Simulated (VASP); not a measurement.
Runs of VASP 6.6.1 on Sb. The structure is that of space group R-3m (No. 166), or close to it. The cells are those of the table. 

```tsv
task	cell	cutoff (eV)	smearing	gap on the mesh (eV)	pressure (GPa)	largest force (eV/Å)
single point	a = 4.602 Å, angles 56.8°, 2 atoms	520	gaussian 0.1 eV	none	0.0	0.04
single point	a = 4.602 Å, angles 56.7°, 2 atoms	520	fermi-dirac 0.15 eV	none	0.0	0.04
single point	a = 4.683 Å, angles 55.9°, 2 atoms	520	gaussian 0.1 eV	none	(a)	0.03
single point	a = 4.765 Å, angles 55.0°, 2 atoms	520	gaussian 0.1 eV	none	-1.3	0.04
relaxation of shape and atoms at fixed volume	relaxed from a = 4.728 Å, angles 55.9°, 2 atoms	600	gaussian 0.1 eV	none	-1.4	-
```

Alike in all rows: level PBE; potentials or basis VASP PAW PBE potentials, release 64 (Sb); no spin polarisation; k mesh 18 × 18 × 18.

Estimate the missing entries.

(a) -0.7.

Caveats: spin-orbit coupling is left out, which moves the levels of the heavy elements.

A k mesh can miss the band edges, and the runs leave out spin-orbit coupling on Sb.

A gap of «none» marks levels without a gap at the run's occupations.
